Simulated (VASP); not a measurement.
LiSb2:

```
Li Sb
1.0
     2.07975    1.20074    6.87837
    -2.07975    1.20074    6.87837
     0.00000   -2.40149    6.87837
Li Sb
1 2
Cartesian
  0.0000 0.0000 10.3176
  0.0000 0.0000 15.4826
  0.0000 0.0000 5.1525
```

| Item | Value |
| --- | --- |
| Program | VASP 6.6.1 |
| Task | relaxation of cell and atoms |
| Functional | PBE |
| Dispersion | D3(BJ) |
| Potentials or basis | VASP PAW PBE potentials, release 64 (Li_sv, Sb) |
| Cutoff | 600 eV |
| k mesh | 6 × 6 × 6 |
| Occupations | gaussian, width 0.1 eV |
| Spin | no spin polarisation |

At the start: pressure -7.1 GPa; volume 34.35 Å³/atom.

How do energy, volume and symmetry change on relaxing?

Over 24 steps the energy falls by 646.4 meV/atom and the volume is 23.50 Å³/atom (-31.6 %); space group R-3m (No. 166, to 0.05 Å).

The path:
```tsv
step	energy change (eV)	largest force (eV/Å)	pressure (GPa)	volume (Å³)
1	0.0000	0.0810	-7.15	103.06
2	-0.8382	0.4373	-4.72	81.85
3	-1.0236	0.8548	-1.18	72.31
4	-1.0306	0.9897	0.15	69.90
5	-1.0308	0.9553	-0.19	70.48
6	-1.1416	1.1562	-0.03	68.85
7	-1.4839	1.2816	2.29	64.09
8	-0.7826	3.5986	26.20	55.25
9	-1.5426	1.2062	3.67	62.63
10	-1.5896	0.2120	10.32	58.86
11	-1.6194	0.7704	6.75	60.45
12	-1.6720	0.5618	6.68	60.86
13	-1.7630	0.0067	7.08	61.88
14	-1.5946	1.6383	10.82	63.97
15	-1.7661	0.5927	7.59	62.37
16	-1.8498	0.5087	5.06	64.77
17	-1.9265	0.3414	0.90	70.00
18	-1.9280	0.3073	0.36	70.87
19	-1.9280	0.2996	0.25	71.04
20	-1.9339	0.1915	0.09	70.95
21	-1.9381	0.0273	-0.08	70.83
22	-1.9386	0.0506	-0.16	70.78
23	-1.9389	0.0413	-0.06	70.65
24	-1.9391	0.0285	0.08	70.49
```

Final structure:
```
CELL_PARAMETERS angstrom
1.81931 1.05038 6.14802
-1.81931 1.05038 6.14802
0.00000 -2.10076 6.14802
ATOMIC_POSITIONS crystal
Li 0.50000 0.50000 0.50000
Sb 0.72427 0.72427 0.72427
Sb 0.27573 0.27573 0.27573
```

Caveat: the cutoff is under 1.25 times the usual one of these potentials, so pressure, stress and relaxed cells hold a basis-set (Pulay) error; the volume moved by over 15 % at a fixed basis, so the end points are rough; pairwise dispersion overbinds metals, which lowers pressure and volume.
